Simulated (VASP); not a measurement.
# ZrB2 (P6/mmm) in VASP: further runs

ZrB2 is run at these levels: PBE; tasks: single point.

Program: VASP 6.6.1. These are calculated values, not measurements. Logs are shortened: lines on timing, memory, paths and dates and some standing lists are left out, and cuts for length are marked.

### 1 The cell of the first run

The structure is hexagonal, space group P6/mmm (No. 191). The conventional cell has a = 3.144 Å, b = 3.144 Å, c = 3.496 Å, α = 90.00°, β = 90.00°, γ = 120.00°. Zr (site symmetry 6/mmm) has 12 B at 2.52 Å and 6 Zr at 3.14 Å within 3.3 Å. Within 2.4 Å of B (site symmetry -6m2) lie 3 B at 1.82 Å.

### 2 Single point, PBE (volume scaled by 0.98)

The input, INCAR:

```
PREC = Accurate
ENCUT = 520
EDIFF = 1E-7
ISMEAR = -1
SIGMA = 0.05
LREAL = F
LASPH = T
NELM = 100
ALGO = Normal
ISIF = 2
LWAVE = F
LCHARG = F
GGA = PE
NBANDS = 16
```

The input, KPOINTS:

```
regular mesh
0
Gamma
  12 12 9
```

The input, POSCAR:

```
ZrB2
1.0
    3.1437575759      0.0000000000      0.0000000000
   -1.5718787880      2.7225739241      0.0000000000
    0.0000000000      0.0000000000      3.4963751271
Zr B
1 2
Direct
    0.0000000000      0.0000000000      0.0000000000
    0.3333333333      0.6666666667      0.5000000000
    0.6666666667      0.3333333333      0.5000000000
```

Potentials or basis: VASP PAW PBE potentials, release 64 (Zr_sv, B).

The run is started by

```console
$ cat potpaw_PBE.64/Zr_sv/POTCAR potpaw_PBE.64/B/POTCAR > POTCAR
$ mpirun -np 1 vasp_std > vasp.out
```

OUTCAR:

```text
PREC = Accurate
   ENCUT = 520
   EDIFF = 1E-7
   ISMEAR = -1
   LREAL = F
   LASPH = T
   NELM = 100
   ISIF = 2
   GGA = PE

 ion  position               nearest neighbor table
   1  0.000  0.000  0.000-   2 2.52   3 2.52   2 2.52   3 2.52   3 2.52   3 2.52   2 2.52   2 2.52
                             3 2.52   3 2.52   2 2.52   2 2.52
   2  0.333  0.667  0.500-   3 1.82   3 1.82   3 1.82   1 2.52   1 2.52   1 2.52   1 2.52   1 2.52
                             1 2.52
   3  0.667  0.333  0.500-   2 1.82   2 1.82   2 1.82   1 2.52   1 2.52   1 2.52   1 2.52   1 2.52
                             1 2.52

  LATTYP: Found a hexagonal cell.
 ALAT       =     3.1437575759
 C/A-ratio  =     1.1121643583

  Lattice vectors:

 A1 = (   3.1437575759,   0.0000000000,   0.0000000000)
 A2 = (  -1.5718787880,   2.7225739241,   0.0000000000)
 A3 = (   0.0000000000,   0.0000000000,   3.4963751271)

Analysis of symmetry for initial positions (statically):
=====================================================================
 Subroutine PRICEL returns:
 Original cell was already a primitive cell.

 Routine SETGRP: Setting up the symmetry group for a
 hexagonal supercell.

 Subroutine GETGRP returns: Found 24 space group operations
 (whereof 24 operations were pure point group operations)
 out of a pool of 24 trial point group operations.

The static configuration has the point symmetry D_6h.

Analysis of symmetry for dynamics (positions and initial velocities):
=====================================================================
 Subroutine PRICEL returns:
 Original cell was already a primitive cell.

 Routine SETGRP: Setting up the symmetry group for a
 hexagonal supercell.

 Subroutine GETGRP returns: Found 24 space group operations
 (whereof 24 operations were pure point group operations)
 out of a pool of 24 trial point group operations.

The dynamic configuration has the point symmetry D_6h.

 Subroutine INISYM returns: Found 24 space group operations
 (whereof 24 operations are pure point group operations),
 and found     1 'primitive' translations

----------------------------------------------------------------------------------------

                                     Primitive cell

  volume of cell :      29.9259

  direct lattice vectors                    reciprocal lattice vectors
     3.143757576  0.000000000  0.000000000     0.318090685  0.183649742  0.000000000
    -1.571878788  2.722573924  0.000000000     0.000000000  0.367299485  0.000000000
     0.000000000  0.000000000  3.496375127     0.000000000  0.000000000  0.286010500

  length of vectors
     3.143757576  3.143757576  3.496375127     0.367299485  0.367299485  0.286010500

  position of ions in fractional coordinates (direct lattice)
     0.000000000  0.000000000  0.000000000
     0.333333333  0.666666667  0.500000000
     0.666666667  0.333333333  0.500000000

  ion indices of the primitive-cell ions
   primitive index   ion index
                 1           1
                 2           2
                 3           3

----------------------------------------------------------------------------------------

 KPOINTS: regular mesh

Automatic generation of k-mesh.
 Grid dimensions read from file:
 generate k-points for:   12   12    9

 Generating k-lattice:

  Cartesian coordinates                     Fractional coordinates (reciprocal lattice)
     0.026507557  0.015304145  0.000000000     0.083333333 -0.000000000  0.000000000
     0.000000000  0.030608290  0.000000000     0.000000000  0.083333333  0.000000000
     0.000000000  0.000000000  0.031778944     0.000000000  0.000000000  0.111111111

  Length of vectors
     0.030608290  0.030608290  0.031778944

  Shift w.r.t. Gamma in fractional coordinates (k-lattice)
     0.000000000  0.000000000  0.000000000

 Subroutine IBZKPT returns following result:
 ===========================================

 Found     95 irreducible k-points:

 Following reciprocal coordinates:
            Coordinates               Weight
  0.000000  0.000000  0.000000      1.000000
  0.083333 -0.000000  0.000000      6.000000
  0.166667  0.000000  0.000000      6.000000
  0.250000  0.000000  0.000000      6.000000
  0.333333 -0.000000  0.000000      6.000000
  0.416667 -0.000000  0.000000      6.000000
[... 16 lines left out ...]
  0.250000  0.000000  0.111111     12.000000
  0.333333 -0.000000  0.111111     12.000000
 [... further k-points ...]
   k-points           NKPTS =     95   k-points in BZ     NKDIM =     95   number of bands    NBANDS=     16
   number of dos      NEDOS =    301   number of ions     NIONS =      3
   total plane-waves  NPLWV =  16128
   dimension x,y,z NGX =    24 NGY =   24 NGZ =   28
   dimension x,y,z NGXF=    48 NGYF=   48 NGZF=   56
   ions per type =               1   2
   NGX,Y,Z   is equivalent  to a cutoff of  12.69, 12.69, 13.31 a.u.
   NGXF,Y,Z  is equivalent  to a cutoff of  25.38, 25.38, 26.63 a.u.
 SYSTEM =  unknown system
[... 115 lines left out ...]
      2     -16.1049      2.00000
      3     -15.7725      2.00000
      4     -15.5000      2.00000
      5      -0.0193      2.00000
      6       4.3836      2.00000
[... 8 lines left out ...]
     15      19.3503      0.00000
     16      21.1011      0.00000

 k-point     6 :       0.4167   -0.0000    0.0000
  band No.  band energies     occupation
      1     -37.5930      2.00000
      2     -16.2814      2.00000
      3     -15.7369      2.00000
      4     -15.5417      2.00000
      5       0.9239      2.00000
      6       3.2061      2.00000
[... 8 lines left out ...]
     15      19.8327      0.00000
     16      20.5733      0.00000

 k-point     7 :       0.5000    0.0000    0.0000
  band No.  band energies     occupation
      1     -37.5842      2.00000
      2     -16.3448      2.00000
      3     -15.7237      2.00000
      4     -15.5569      2.00000
      5       1.7475      2.00000
      6       2.3047      2.00000
[... 8 lines left out ...]
     15      18.8375      0.00000
     16      21.1430      0.00000

 k-point     8 :       0.0833    0.0833    0.0000
  band No.  band energies     occupation
      1     -37.6893      2.00000
      2     -15.8795      2.00000
      3     -15.5306      2.00000
      4     -15.3744      2.00000
      5      -1.6039      2.00000
      6       7.0876      2.00000
[... 8 lines left out ...]
     15      17.4163      0.00000
     16      17.8034      0.00000

 k-point     9 :       0.1667    0.0833    0.0000
  band No.  band energies     occupation
      1     -37.6614      2.00000
      2     -15.8383      2.00000
      3     -15.7489      2.00000
      4     -15.4352      2.00000
      5      -1.0796      2.00000
      6       6.1144      2.00000
[... 8 lines left out ...]
     15      17.6651      0.00000
     16      18.8090      0.00000
[... 172 lines left out ...]
 k-point    19 :       0.3333    0.3333    0.0000
  band No.  band energies     occupation
      1     -37.5678      2.00000
      2     -16.0409      2.00000
      3     -16.0409      2.00000
      4     -15.6997      2.00000
      5       3.0191      2.00000
      6       3.0191      2.00000
[... 8 lines left out ...]
     15      22.7290      0.00000
     16      22.7290      0.00000

 k-point    20 :       0.0000    0.0000    0.1111
  band No.  band energies     occupation
      1     -37.7112      2.00000
      2     -15.9657      2.00000
      3     -15.3216      2.00000
      4     -15.3216      2.00000
      5      -1.8324      2.00000
      6       7.1444      2.00000
[... 8 lines left out ...]
     15      17.2265      0.00000
     16      17.2265      0.00000

 k-point    21 :       0.0833   -0.0000    0.1111
  band No.  band energies     occupation
      1     -37.7027      2.00000
      2     -15.9525      2.00000
      3     -15.3950      2.00000
      4     -15.3374      2.00000
      5      -1.6960      2.00000
      6       7.1943      2.00000
[... 8 lines left out ...]
     15      17.1310      0.00000
     16      17.5851      0.00000

 k-point    22 :       0.1667    0.0000    0.1111
  band No.  band energies     occupation
      1     -37.6792      2.00000
      2     -15.9164      2.00000
      3     -15.5909      2.00000
      4     -15.3803      2.00000
      5      -1.3045      2.00000
      6       6.7375      2.00000
[... 8 lines left out ...]
     15      17.8206      0.00000
     16      18.5587      0.00000

 k-point    23 :       0.2500    0.0000    0.1111
  band No.  band energies     occupation
      1     -37.6470      2.00000
      2     -15.8729      2.00000
      3     -15.8422      2.00000
      4     -15.4382      2.00000
      5      -0.6998      2.00000
      6       5.5258      2.00000
[... 8 lines left out ...]
     15      18.3658      0.00000
     16      19.9514      0.00000

 k-point    24 :       0.3333   -0.0000    0.1111
  band No.  band energies     occupation
      1     -37.6145      2.00000
      2     -16.0979      2.00000
      3     -15.8145      2.00000
      4     -15.4954      2.00000
      5       0.0730      2.00000
      6       4.2907      2.00000
[... 8 lines left out ...]
     15      18.7482      0.00000
     16      21.7267      0.00000

 [... further k-points ...]
[... 5 lines left out ...]
  --------------------------------------------------------------------------------------
  -------------------------------------------------------------------------------------
  Total        1.3819516      1.3819516      1.5986662     -0.0000000      0.0000000      0.0000000
  in kB       73.9872103     73.9872103     85.5897230     -0.0000000      0.0000000      0.0000000
  external PRESSURE =      77.8547145 kB  Pullay stress =       0.0000000 kB

 VOLUME and BASIS-vectors are now :
 -----------------------------------------------------------------------------
  energy-cutoff  :      520.00
  volume of cell :       29.93
      direct lattice vectors                 reciprocal lattice vectors
     3.143757576  0.000000000  0.000000000     0.318090685  0.183649742  0.000000000
    -1.571878788  2.722573924  0.000000000     0.000000000  0.367299485  0.000000000
     0.000000000  0.000000000  3.496375127     0.000000000  0.000000000  0.286010500

 POSITION                                       TOTAL-FORCE (eV/Angst)
 -----------------------------------------------------------------------------------
      0.00000      0.00000      0.00000         0.000000      0.000000      0.000000
     -0.00000      1.81505      1.74819        -0.000000      0.000000      0.000000
      1.57188      0.90752      1.74819         0.000000     -0.000000      0.000000
 -----------------------------------------------------------------------------------
    total drift:                               -0.000000      0.000000      0.000000

  FREE ENERGIE OF THE ION-ELECTRON SYSTEM (eV)
  ---------------------------------------------------
  free  energy   TOTEN  =       -24.9590659785 eV

  energy  without entropy=      -24.9571967767  energy(sigma->0) =      -24.95813138
```

Wall time 15 s (1 thread of Intel Xeon 6975P-C (Granite Rapids), shared host); peak memory 0.16 GiB.

What came out:

* Free energy: -24.9591 eV
* Pressure: 7.8 GPa
* Band gap on the k mesh: zero (band 9 reaches 11.60 eV, above the bottom of band 10 at 10.28 eV)

Stress tensor (GPa, compression positive):
```
7.40 0.00 0.00
0.00 7.40 0.00
0.00 0.00 8.56
```

### 3 Single point, PBE (volume scaled by 1.01)

The input, INCAR:

```
SYSTEM = ZrB2
ALGO = Normal
EDIFF = 1E-6
ENCUT = 520
GGA = PE
ISIF = 2
ISMEAR = -1
LASPH = .TRUE.
LCHARG = .FALSE.
LREAL = .FALSE.
LWAVE = .FALSE.
NBANDS = 16
NELM = 60
PREC = Accurate
SIGMA = 0.05
```

The input, KPOINTS:

```
k-points
0
G
  12 12 9
  0 0 0
```

The input, POSCAR:

```
ZrB2
1.0
    3.1755148523      0.0000000000      0.0000000000
   -1.5877574262      2.7500765323      0.0000000000
    0.0000000000      0.0000000000      3.5316944381
Zr B
1 2
Direct
    0.0000000000      0.0000000000      0.0000000000
    0.3333333333      0.6666666667      0.5000000000
    0.6666666667      0.3333333333      0.5000000000
```

Potentials or basis: VASP PAW PBE potentials, release 64 (Zr_sv, B).

The run is started by

```console
$ cat potpaw_PBE.64/Zr_sv/POTCAR potpaw_PBE.64/B/POTCAR > POTCAR
$ mpirun -np 1 vasp_std > vasp.out
```

Run time: 13 s. Hardware: 1 thread of Intel Xeon 6975P-C (Granite Rapids), shared host; peak memory 0.17 GiB.

It converged, with:

```
Free energy            : -24.9817 eV
Pressure               : 0.1 GPa
Band gap on the k mesh : zero (band 9 reaches 11.24 eV, above the bottom of band 10 at 9.96 eV)
```

Stress tensor (GPa, compression positive):
```
-0.45  0.00  0.00
 0.00 -0.45  0.00
 0.00  0.00  1.25
```

Levels at points of the mesh, in eV from the Fermi level:
| k point | band 5 | band 6 | band 7 | band 8 | band 9 | band 10 | band 11 | band 12 | band 13 | band 14 |
| --- | --- | --- | --- | --- | --- | --- | --- | --- | --- | --- |
| (0.00, 0.00, 0.00) | -12.79 | -2.72 | -2.72 | -2.65 | -2.41 | 3.30 | 3.30 | 4.10 | 4.10 | 4.73 |
| (0.50, 0.00, 0.00) | -9.03 | -8.59 | -3.95 | -3.14 | -2.76 | 2.15 | 2.22 | 4.81 | 4.89 | 6.42 |

### 4 Single point, PBE (volume scaled by 1.04)

The input, INCAR:

```
ALGO = Normal ; EDIFF = 1E-6
ENCUT = 520 ; GGA = PE
ISIF = 2 ; ISMEAR = -1
LASPH = T ; LCHARG = F
LREAL = F ; LWAVE = F
NBANDS = 16 ; NELM = 100
PREC = Accurate ; SIGMA = 0.05
```

The input, KPOINTS:

```
k-points
0
Gamma
  12 12 9
```

The input, POSCAR:

```
ZrB2
1.0
    3.2066493363      0.0000000000      0.0000000000
   -1.6033246682      2.7770397863      0.0000000000
    0.0000000000      0.0000000000      3.5663211014
Zr B
1 2
Direct
    0.0000000000      0.0000000000      0.0000000000
    0.3333333333      0.6666666667      0.5000000000
    0.6666666667      0.3333333333      0.5000000000
```

The run is started by

```console
$ cat potpaw_PBE.64/Zr_sv/POTCAR potpaw_PBE.64/B/POTCAR > POTCAR
$ mpirun -np 1 vasp_std > vasp.out
```

Wall time 15 s (1 thread of Intel Xeon 6975P-C (Granite Rapids), shared host); peak memory 0.17 GiB.

It converged, with:

| Item | Value |
| --- | --- |
| Free energy | -24.9636 eV |
| Pressure | -6.5 GPa |
| Band gap on the k mesh | zero (band 9 reaches 10.89 eV, above the bottom of band 10 at 9.66 eV) |

Stress tensor (GPa, compression positive):
```
-7.26  0.00  0.00
 0.00 -7.26  0.00
 0.00  0.00 -5.02
```

Levels at points of the mesh, in eV from the Fermi level:
| k point | band 6 | band 7 | band 8 | band 9 | band 10 | band 11 | band 12 | band 13 |
| --- | --- | --- | --- | --- | --- | --- | --- | --- |
| (0.00, 0.00, 0.00) | -2.66 | -2.66 | -2.59 | -2.42 | 3.17 | 3.17 | 3.95 | 3.95 |
| (0.50, 0.00, 0.00) | -8.57 | -3.85 | -3.10 | -2.67 | 2.10 | 2.13 | 4.62 | 4.69 |

### 5 Single point, PBE (volume scaled by 0.96)

The input, INCAR:

```
ALGO     = Normal         # electronic algorithm
EDIFF    = 1E-6           # SCF threshold, eV
ENCUT    = 520            # plane-wave cutoff, eV
GGA      = PE             # functional
ISIF     = 2              # what is computed and relaxed
ISMEAR   = -1             # smearing method
LASPH    = T              # aspherical terms in the spheres
LCHARG   = F              # write CHGCAR
LREAL    = F              # projectors in reciprocal space
LWAVE    = F              # write WAVECAR
NBANDS   = 16             # bands
NELM     = 80             # most SCF steps
PREC     = Accurate       # precision mode
SIGMA    = 0.05           # smearing width, eV
```

KPOINTS is that of step 4.

The input, POSCAR:

```
ZrB2
1.0
    3.1222243140      0.0000000000      0.0000000000
   -1.5611121570      2.7039255722      0.0000000000
    0.0000000000      0.0000000000      3.4724266007
Zr B
1 2
Direct
    0.0000000000      0.0000000000      0.0000000000
    0.3333333333      0.6666666667      0.5000000000
    0.6666666667      0.3333333333      0.5000000000
```

The run is started by

```console
$ cat potpaw_PBE.64/Zr_sv/POTCAR potpaw_PBE.64/B/POTCAR > POTCAR
$ mpirun -np 1 vasp_std > vasp.out
```

Run time: 15 s. Hardware: 1 thread of Intel Xeon 6975P-C (Granite Rapids), shared host; peak memory 0.17 GiB.

Results (log left out):

| Quantity | Value |
| --- | --- |
| Free energy | -24.9181 eV |
| Pressure | 13.6 GPa |
| Band gap on the k mesh | zero (band 9 reaches 11.85 eV, above the bottom of band 10 at 10.51 eV) |

Stress tensor (GPa, compression positive):
```
13.29  0.00  0.00
 0.00 13.29  0.00
 0.00  0.00 14.09
```

Levels at points of the mesh, in eV from the Fermi level:
```tsv
k point	band 5	band 6	band 7	band 8	band 9	band 10	band 11	band 12	band 13	band 14
(0.00, 0.00, 0.00)	-13.03	-2.82	-2.82	-2.77	-2.38	3.54	3.54	4.36	4.36	5.07
(0.50, 0.00, 0.00)	-9.25	-8.61	-4.13	-3.20	-2.90	2.25	2.36	5.14	5.25	6.76
```

### 6 Single point, PBE (equal xx and yy strain of -1 %)

The input, INCAR:

```
ALGO = Normal ; EDIFF = 1E-6
ENCUT = 520 ; GGA = PE
ISIF = 2 ; ISMEAR = -1
LASPH = T ; LCHARG = F
LREAL = F ; LWAVE = F
NBANDS = 16 ; NELM = 100
PREC = Accurate ; SIGMA = 0.05
```

KPOINTS is that of step 5.

The input, POSCAR:

```
ZrB2
1.0
    3.1333498272      0.0000000000      0.0000000000
   -1.5666749137      2.7135605494      0.0000000000
    0.0000000000      0.0000000000      3.5200000000
Zr B
1 2
Direct
    0.0000000000      0.0000000000      0.0000000000
    0.3333333333      0.6666666667      0.5000000000
    0.6666666667      0.3333333333      0.5000000000
```

Potentials or basis: VASP PAW PBE potentials, release 64 (Zr_sv, B).

The run is started by

```console
$ cat potpaw_PBE.64/Zr_sv/POTCAR potpaw_PBE.64/B/POTCAR > POTCAR
$ mpirun -np 1 vasp_std > vasp.out
```

Wall time 20 s (1 thread of Intel Xeon 6975P-C (Granite Rapids), shared host); peak memory 0.17 GiB.

Results (log left out):

| Quantity | Value |
| --- | --- |
| Free energy | -24.9584 eV |
| Pressure | 7.9 GPa |
| Band gap on the k mesh | zero (band 9 reaches 11.66 eV, above the bottom of band 10 at 10.24 eV) |

Stress tensor (GPa, compression positive):
```
8.73 0.00 0.00
0.00 8.73 0.00
0.00 0.00 6.21
```

Levels at points of the mesh, in eV from the Fermi level:
```
           k point  band 6  band 7  band 8  band 9  band 10  band 11  band 12  band 13
(0.00, 0.00, 0.00)   -2.75   -2.71   -2.71   -2.47     3.45     3.45     4.17     4.17
(0.50, 0.00, 0.00)   -8.60   -4.12   -3.15   -2.83     2.18     2.29     5.08     5.11
```

Caveat: the cell differs from its parent crystal (equal xx and yy strain of -1 %).

### 7 Overview

| cell | gap on the mesh (eV) | pressure (GPa) |
| --- | --- | --- |
| a = 3.144, b = 3.144, c = 3.496 Å, angles 90.0, 90.0, 120.0°, 3 atoms | none | 7.8 |
| a = 3.176, b = 3.176, c = 3.532 Å, angles 90.0, 90.0, 120.0°, 3 atoms | none | 0.1 |
| a = 3.207, b = 3.207, c = 3.566 Å, angles 90.0, 90.0, 120.0°, 3 atoms | none | -6.5 |
| a = 3.122, b = 3.122, c = 3.472 Å, angles 90.0, 90.0, 120.0°, 3 atoms | none | 13.6 |
| a = 3.133, b = 3.133, c = 3.520 Å, angles 90.0, 90.0, 120.0°, 3 atoms | none | 7.9 |

Alike in all rows: task single point; level PBE; potentials or basis VASP PAW PBE potentials, release 64 (Zr_sv, B); no spin polarisation; k mesh 12 × 12 × 9; cutoff (eV) 520; smearing fermi-dirac 0.05 eV.

Total energies depend on the potentials used, so only differences within one code and one set of settings carry meaning.
